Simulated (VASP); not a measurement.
# Fe (P6_3/mmc) in VASP: further runs

Runs on Fe. Level: PBEsol. Tasks: single point.

Everything below comes from runs of VASP 6.6.1. Logs are shortened: lines on timing, memory, paths and dates and some standing lists are left out, and cuts for length are marked.

## Step 1: The cell of the first run

It takes space group P6_3/mmc (No. 194, hexagonal). The conventional cell has a = 2.347 Å, b = 2.347 Å, c = 3.797 Å, α = 90.00°, β = 90.00°, γ = 120.00°. Within 3.1 Å of Fe (site symmetry -6m2) lie 12 Fe at 2.33 to 2.35 Å.

This isn't the form of Fe at room conditions, which is bcc.

## Step 2: Single point, PBEsol, collinear spin, ferromagnetic start

The input, INCAR:

```
ALGO = Normal
EDIFF = 1E-6
ENCUT = 520
GGA = PS
ISIF = 2
ISMEAR = -1
ISPIN = 2
LASPH = True
LCHARG = False
LMAXMIX = 4
LORBIT = 11
LREAL = False
LWAVE = False
MAGMOM = 2.68 2.68
NBANDS = 19
NELM = 150
NUPDOWN = 5.0
PREC = Accurate
SIGMA = 0.1
```

The input, KPOINTS:

```
k-points
0
Gamma
  16 16 9
```

The input, POSCAR:

```
Fe
1.0
    2.3470000000      0.0000000000      0.0000000000
   -1.1735000000      2.0325616200      0.0000000000
    0.0000000000      0.0000000000      3.7970000000
Fe
2
Direct
    0.3333333333      0.6666666667      0.2500000000
    0.6666666667      0.3333333333      0.7500000000
```

Potentials or basis: VASP PAW PBE potentials, release 64 (Fe).

Command:

```console
$ cat potpaw_PBE.64/Fe/POTCAR > POTCAR
$ mpirun -np 1 vasp_std > vasp.out
```

OUTCAR:

```text
EDIFF = 1E-6
   ENCUT = 520
   GGA = PS
   ISIF = 2
   ISMEAR = -1
   ISPIN = 2
   LASPH = True
   LORBIT = 11
   LREAL = False
   NELM = 150
   NUPDOWN = 5.0
   PREC = Accurate

 ion  position               nearest neighbor table
   1  0.333  0.667  0.250-   2 2.33   2 2.33   2 2.33   2 2.33   2 2.33   2 2.33
   2  0.667  0.333  0.750-   1 2.33   1 2.33   1 2.33   1 2.33   1 2.33   1 2.33

  LATTYP: Found a hexagonal cell.
 ALAT       =     2.3470000000
 C/A-ratio  =     1.6178099702

  Lattice vectors:

 A1 = (   2.3470000000,   0.0000000000,   0.0000000000)
 A2 = (  -1.1735000000,   2.0325616200,   0.0000000000)
 A3 = (   0.0000000000,   0.0000000000,   3.7970000000)

Analysis of symmetry for initial positions (statically):
=====================================================================
 Subroutine PRICEL returns:
 Original cell was already a primitive cell.

 Routine SETGRP: Setting up the symmetry group for a
 hexagonal supercell.

 Subroutine GETGRP returns: Found 24 space group operations
 (whereof 12 operations were pure point group operations)
 out of a pool of 24 trial point group operations.

The static configuration has the point symmetry D_3d.
 The point group associated with its full space group is D_6h.

Analysis of symmetry for dynamics (positions and initial velocities):
=====================================================================
 Subroutine PRICEL returns:
 Original cell was already a primitive cell.

 Routine SETGRP: Setting up the symmetry group for a
 hexagonal supercell.

 Subroutine GETGRP returns: Found 24 space group operations
 (whereof 12 operations were pure point group operations)
 out of a pool of 24 trial point group operations.

The dynamic configuration has the point symmetry D_3d.
 The point group associated with its full space group is D_6h.

Analysis of structural, dynamic, and magnetic symmetry:
=====================================================================
 Subroutine PRICEL returns:
 Original cell was already a primitive cell.

 Routine SETGRP: Setting up the symmetry group for a
 hexagonal supercell.

 Subroutine GETGRP returns: Found 24 space group operations
 (whereof 12 operations were pure point group operations)
 out of a pool of 24 trial point group operations.

The overall configuration has the point symmetry D_3d.
 The point group associated with its full space group is D_6h.

 Subroutine INISYM returns: Found 24 space group operations
 (whereof 12 operations are pure point group operations),
 and found     1 'primitive' translations

----------------------------------------------------------------------------------------

                                     Primitive cell

  volume of cell :      18.1133

  direct lattice vectors                    reciprocal lattice vectors
     2.347000000  0.000000000  0.000000000     0.426075841  0.245995002  0.000000000
    -1.173500000  2.032561620  0.000000000     0.000000000  0.491990004  0.000000000
     0.000000000  0.000000000  3.797000000     0.000000000  0.000000000  0.263365815

  length of vectors
     2.347000000  2.346999998  3.797000000     0.491990004  0.491990004  0.263365815

  position of ions in fractional coordinates (direct lattice)
     0.333333333  0.666666667  0.250000000
     0.666666667  0.333333333  0.750000000

  ion indices of the primitive-cell ions
   primitive index   ion index
                 1           1
                 2           2

----------------------------------------------------------------------------------------

 KPOINTS: k-points

Automatic generation of k-mesh.
 Grid dimensions read from file:
 generate k-points for:   16   16    9

 Generating k-lattice:

  Cartesian coordinates                     Fractional coordinates (reciprocal lattice)
     0.026629740  0.015374688  0.000000000     0.062500000  0.000000000  0.000000000
     0.000000000  0.030749375  0.000000000     0.000000000  0.062500000  0.000000000
     0.000000000  0.000000000  0.029262868     0.000000000  0.000000000  0.111111111

  Length of vectors
     0.030749375  0.030749375  0.029262868

  Shift w.r.t. Gamma in fractional coordinates (k-lattice)
     0.000000000  0.000000000  0.000000000

 Subroutine IBZKPT returns following result:
 ===========================================

 Found    150 irreducible k-points:

 Following reciprocal coordinates:
            Coordinates               Weight
  0.000000  0.000000  0.000000      1.000000
  0.062500 -0.000000  0.000000      6.000000
  0.125000 -0.000000  0.000000      6.000000
  0.187500 -0.000000  0.000000      6.000000
  0.250000 -0.000000  0.000000      6.000000
  0.312500  0.000000  0.000000      6.000000
[... 16 lines left out ...]
  0.187500  0.187500  0.000000      6.000000
  0.250000  0.187500  0.000000     12.000000
 [... further k-points ...]
   k-points           NKPTS =    150   k-points in BZ     NKDIM =    150   number of bands    NBANDS=     19
   number of dos      NEDOS =    301   number of ions     NIONS =      2
   total plane-waves  NPLWV =   9072
   dimension x,y,z NGX =    18 NGY =   18 NGZ =   28
   dimension x,y,z NGXF=    36 NGYF=   36 NGZF=   56
   ions per type =               2
   NGX,Y,Z   is equivalent  to a cutoff of  12.75, 12.75, 12.26 a.u.
   NGXF,Y,Z  is equivalent  to a cutoff of  25.50, 25.50, 24.52 a.u.
 SYSTEM =  unknown system
   PREC   = accura    normal or accurate (medium, high low for compatibility)
   ISTART =      0    job   : 0-new  1-cont  2-samecut
   ICHARG =      2    charge: 1-file 2-atom 10-const
   ISPIN  =      2    spin polarized calculation?
   LNONCOLLINEAR =      F non collinear calculations
   LSORBIT =      F    spin-orbit coupling
   LASPH  =      T    aspherical Exc in radial PAW
   ENCUT  =  520.0 eV  38.22 Ry    6.18 a.u.   4.36  4.36  7.06*2*pi/ulx,y,z
   NELM   =    150;   NELMIN=  2; NELMDL= -5     # of ELM steps
   EDIFF  = 0.1E-05   stopping-criterion for ELM
   LREAL  =      F    real-space projection
   EDIFFG = 0.1E-04   stopping-criterion for IOM
   NSW    =      0    number of steps for IOM
   IBRION =     -1    ionic relax: 0-MD 1-quasi-New 2-CG
   NFREE  =      0    steps in history (QN), initial steepest desc. (CG)
   ISIF   =      2    stress and relaxation
   ISYM   =      2    0-nonsym 1-usesym 2-fastsym
   POTIM  = 0.5000    time-step for ionic-motion
   TEBEG  =    0.0;   TEEND  =   0.0 temperature during run
   PSTRESS=    0.0 pullay stress
   NELECT =      16.0000    total number of electrons
   NUPDOWN=       5.0000    fix difference up-down
   EMIN   =  10.00;   EMAX   =-10.00  energy-range for DOS
   EFERMI =   0.00;   METHOD = LEGACY
   ISMEAR =    -1;   SIGMA  =   0.10  broadening in eV -4-tet -1-fermi 0-gaus
   EFERMI_NEDOS =   21; number of points for ismear=-14 and -15
   IALGO  =     38    algorithm
   IMIX   =      4    mixing-type and parameters
     AMIX     =   0.40;   BMIX     =  1.00
     AMIX_MAG =   1.60;   BMIX_MAG =  1.00
  volume/ion in A,a.u.               =       9.06        61.12
  Fermi-wavevector in a.u.,A,eV,Ry     =   1.570781  2.968346 33.570383  2.467354
  Thomas-Fermi vector in A             =   2.672463
   LORBIT       =     11    0 simple, 1 ext, 2 COOP (PROOUT), +10 PAW based schemes
   GGA     = PS    functional components
   LHFCALC =     F    Hartree Fock is set to
   AEXX    =    0.0000 exact exchange contribution
   IVDW    =     0    specifies the selected vdW correction
   LEPSILON=     F    determine dielectric tensor
   LRPA    =     F    only Hartree local field effects (RPA)
 spin polarized calculation
  energy-cutoff  :      520.00
  volume of cell :       18.11
 maximum number of plane-waves:       513
 NGX is ok and might be reduce to    18
   NGX =  9   NGY =  9   NGZ = 15

 number of electron      15.9999992 magnetization       5.0000015

 Free energy of the ion-electron system (eV)
  ---------------------------------------------------
  ext. energy  EPLUGINS =         0.00000000
  ---------------------------------------------------
  free energy    TOTEN  =       -16.30123060 eV

  energy without entropy =      -16.22700492  energy(sigma->0) =      -16.26411776

 E-fermi :   8.0396     XC(G=0): -14.5746

 val. band max:        9.0074909284   @ k =   0.1875   0.1875   0.3333
 cond. band min:       8.0422089222   @ k =   0.3125   0.0000   0.4444
 fundamental gap:     -0.9652820063
 Fermi energy:         9.0296975465

 spin component 1

 k-point     1 :       0.0000    0.0000    0.0000
  band No.  band energies     occupation
      1      -1.7401      1.00000
      2       2.0378      1.00000
      3       5.5679      1.00000
      4       5.5679      1.00000
      5       5.6460      1.00000
      6       6.0759      1.00000
[... 11 lines left out ...]
     18      36.7528      0.00000
     19      37.5424      0.00000
[... 485 lines left out ...]
 k-point    24 :       0.2500    0.1875    0.0000
  band No.  band energies     occupation
      1       2.6561      1.00000
      2       3.1849      1.00000
      3       3.3867      1.00000
      4       3.9131      1.00000
      5       5.1138      1.00000
      6       5.9485      1.00000
[... 11 lines left out ...]
     18      30.3694      0.00000
     19      32.4965      0.00000

 [... further k-points ...]

 spin component 2

 k-point     1 :       0.0000    0.0000    0.0000
  band No.  band energies     occupation
      1      -1.1308      1.00000
      2       3.5048      1.00000
      3       7.8581      0.85998
      4       7.8903      0.81654
      5       7.8903      0.81654
      6       8.4794      0.01216
[... 11 lines left out ...]
     18      37.8432      0.00000
     19      38.5628      0.00000
[... 485 lines left out ...]
 k-point    24 :       0.2500    0.1875    0.0000
  band No.  band energies     occupation
      1       3.5781      1.00000
      2       4.9848      1.00000
      3       5.1936      1.00000
      4       5.6541      1.00000
      5       7.3726      0.99873
      6       8.1463      0.25610
[... 11 lines left out ...]
     18      31.4341      0.00000
     19      33.4617      0.00000

 [... further k-points ...]

------------------------ aborting loop because EDIFF is reached ----------------------------------------

  FORCE on cell =-STRESS in cart. coord.  units (eV):
  Direction    XX          YY          ZZ          XY          YZ          ZX
  --------------------------------------------------------------------------------------
  -------------------------------------------------------------------------------------
  Total        9.4092249      9.4092248     11.4840372      0.0000000     -0.0000000      0.0000000
  in kB      832.2753308    832.2753286   1015.7989608      0.0000000     -0.0000000      0.0000000
  external PRESSURE =     893.4498734 kB  Pullay stress =       0.0000000 kB

 VOLUME and BASIS-vectors are now :
 -----------------------------------------------------------------------------
  energy-cutoff  :      520.00
  volume of cell :       18.11
      direct lattice vectors                 reciprocal lattice vectors
     2.347000000  0.000000000  0.000000000     0.426075841  0.245995002  0.000000000
    -1.173500000  2.032561620  0.000000000     0.000000000  0.491990004  0.000000000
     0.000000000  0.000000000  3.797000000     0.000000000  0.000000000  0.263365815

 POSITION                                       TOTAL-FORCE (eV/Angst)
 -----------------------------------------------------------------------------------
     -0.00000      1.35504      0.94925         0.000000      0.000000      0.000000
      1.17350      0.67752      2.84775        -0.000000     -0.000000      0.000000
 -----------------------------------------------------------------------------------
    total drift:                                0.000000     -0.000000     -0.000000

  FREE ENERGIE OF THE ION-ELECTRON SYSTEM (eV)
  ---------------------------------------------------
  free  energy   TOTEN  =       -16.3012306032 eV

  energy  without entropy=      -16.2270049238  energy(sigma->0) =      -16.26411776

 total charge

# of ion       s       p       d       tot
------------------------------------------
    1        0.619   0.759   6.498   7.876
    2        0.619   0.759   6.498   7.876
--------------------------------------------------
tot          1.238   1.519  12.995  15.752

 magnetization (x)

# of ion       s       p       d       tot
------------------------------------------
    1       -0.010   0.022   2.436   2.448
    2       -0.010   0.022   2.436   2.448
--------------------------------------------------
tot         -0.021   0.044   4.872   4.895
```

Wall time 2.4 min (1 thread of AMD EPYC 7R13, shared host); peak memory 0.16 GiB.

Results:

- Free energy: -16.3012 eV
- Pressure: 89.3 GPa
- Net moment: 5.00 μB per cell
- Site moments: Fe +2.45 μB
- Valence electrons inside the program's atomic spheres: Fe 7.88

Stress tensor (GPa, compression positive):
```
 83.23   0.00   0.00
  0.00  83.23   0.00
  0.00   0.00 101.58
```

Caveat: the cell stands under pressure; the PAW data sets were made with another functional, which shifts forces and pressure a little; the total moment is fixed, so each spin has its own Fermi level.

(Continued in part 2 of 2.)
